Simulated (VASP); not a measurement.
Write the native input for VASP 6.6.1 that does the following.

| Quantity | Value |
| --- | --- |
| Task | single point |
| Functional | PBEsol |
| Potentials or basis | VASP PAW PBE potentials, release 64 (Zn, S) |
| Cutoff | 520 eV |
| k mesh | 8 × 8 × 8 |
| Occupations | gaussian, width 0.01 eV |
| Spin | no spin polarisation |
| Dipole correction | no |
| Further INCAR settings | ALGO = Normal; EDIFF = 1e-07; NBANDS = 16 |

The structure of ZnS lies in POSCAR:

```
ZnS
1.0
    0.0000000000      2.6777696447      2.6777696447
    2.6777696447      0.0000000000      2.6777696447
    2.6777696447      2.6777696447      0.0000000000
Zn S
1 1
Direct
    0.7518672256      0.7518672256      0.7518672256
    0.0000000000      0.0000000000      0.0000000000
```

This cell differs from its parent crystal: atom 1 moved by [0.01, 0.01, 0.01] A.

These files were run (other wordings do the same):

INCAR

```
  PREC = Accurate
  ENCUT = 520
  EDIFF = 1E-7
  ISMEAR = 0
  SIGMA = 0.01
  LREAL = F
  LASPH = T
  NELM = 100
  ALGO = Normal
  ISIF = 2
  LWAVE = F
  LCHARG = F
  GGA = PS
  NBANDS = 16
```

KPOINTS

```
regular mesh
0
Gamma
  8 8 8
```

Potentials or basis: VASP PAW PBE potentials, release 64 (Zn, S).

The run is started by

```console
$ cat potpaw_PBE.64/Zn/POTCAR potpaw_PBE.64/S/POTCAR > POTCAR
$ mpirun -np 1 vasp_std > vasp.out
```

Results of the run:

```json
{
  "Pressure": "0.3 GPa",
  "Largest force": "0.112 eV/Å",
  "Band gap on the k mesh": "2.09 eV, direct"
}
```

Caveat: the cell differs from its parent crystal (atom 1 moved by [0.01, 0.01, 0.01] A); the PAW data sets were made with another functional, which shifts forces and pressure a little.

Wall time 52 s on 1 thread of Intel Xeon 8259CL (shared host), peak memory 0.18 GiB.
